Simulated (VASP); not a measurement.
Nb:

```xyz
1
Lattice="0.0000 2.0718 2.0718 2.0718 0.0000 2.0718 2.0718 2.0718 0.0000" Properties=species:S:1:pos:R:3 pbc="T T T"
Nb    0.0000    0.0000    0.0000
```

Program: VASP 6.6.1. Alike in all runs: task single point; cell as given; cutoff (eV) 520.

Q: Order these runs on this cell by their pressure, lowest first.
A. level LDA; potentials or basis VASP PAW LDA potentials, release 64 (Nb_sv); spin off; k mesh 11 × 11 × 11; smearing fermi-dirac 0.05 eV
B. level PBE+D3(BJ); potentials or basis VASP PAW PBE potentials, release 64 (Nb_sv); spin non-collinear, zero start, SOC; k mesh 8 × 8 × 8; smearing methfessel-paxton 0.01 eV
C. level PBE; potentials or basis VASP PAW PBE potentials, release 64 (Nb_sv); spin off; k mesh 11 × 11 × 11; smearing fermi-dirac 0.05 eV

A: A (-1.2 GPa), B (1.2 GPa), C (8.9 GPa).
